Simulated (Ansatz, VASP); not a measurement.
Ta in VASP and in Ansatz

File INCAR:

```
PREC     = Accurate       # precision mode
ENCUT    = 500            # plane-wave cutoff, eV
EDIFF    = 1E-7           # SCF threshold, eV
ISMEAR   = -1             # smearing method
SIGMA    = 0.08           # smearing width, eV
LREAL    = False          # projectors in reciprocal space
LASPH    = True           # aspherical terms in the spheres
NELM     = 120            # most SCF steps
ALGO     = Normal         # electronic algorithm
ISIF     = 3              # what is computed and relaxed
LWAVE    = False          # write WAVECAR
LCHARG   = False          # write CHGCAR
GGA      = CA             # functional
IBRION   = 2              # ionic algorithm
NSW      = 60             # ionic steps
EDIFFG   = -0.005         # ionic threshold
GGA_COMPAT= False        
NELMIN   = 4
```

Contents of KPOINTS:

```
regular mesh
0
Gamma
  18 18 18
```

POSCAR

```
Ta
1.0
   -1.6515748661      1.6515748661      1.6515748661
    1.6515748661     -1.6515748661      1.6515748661
    1.6515748661      1.6515748661     -1.6515748661
Ta
1
Direct
    0.0000000000      0.0000000000      0.0000000000
```

Input for Ansatz:

```yaml
crystal:
  lattice:
    - [-1.6515748661, 1.6515748661, 1.6515748661]
    - [1.6515748661, -1.6515748661, 1.6515748661]
    - [1.6515748661, 1.6515748661, -1.6515748661]
  atoms:
    - { symbol: Ta, position: [0.0, 0.0, 0.0] }
kpoints:
  mp_grid: { grid: [18, 18, 18] }
scf:
  occupations: { method: fermi_dirac, width: 0.08 }
hamiltonian:
  xc: lda
  pseudopotentials: { kind: paw }
output:
  forces: true
  stress: true
  write_density: true
  write_potential: true
  elf: true
  volumetric_format: npy
relax:
  f_tol: 0.005
  max_steps: 40
  cell: {}
```

Alike in both runs: task relaxation of cell and atoms; functional LDA; k mesh 18 × 18 × 18; occupations fermi-dirac, width 0.08 eV; no spin polarisation.

|  | VASP | Ansatz |
| --- | --- | --- |
| version | VASP 6.6.1 | Ansatz 0.2.0 |
| potentials or method | VASP PAW LDA potentials, release 64 (Ta_sv_GW) | PAW with Ansatz's default frozen-core files, scalar-relativistic |
| plane-wave cutoff (eV) | 500 | 420 |
| valence electrons in the cell | 13 | 13 |

Ansatz gave:

- relaxed volume (Å³/atom): 17.22
- relaxed length of the cell vector where the two differ most in proportion (Å): 2.817

Q: Which values does VASP return?

A: Relaxed volume (Å³/atom): 17.19; relaxed length of the cell vector where the two differ most in proportion (Å): 2.816.

LDA's correlation is that of Perdew and Zunger in VASP and of Perdew and Wang (1992) in Ansatz.

Neither program's run includes spin-orbit coupling.
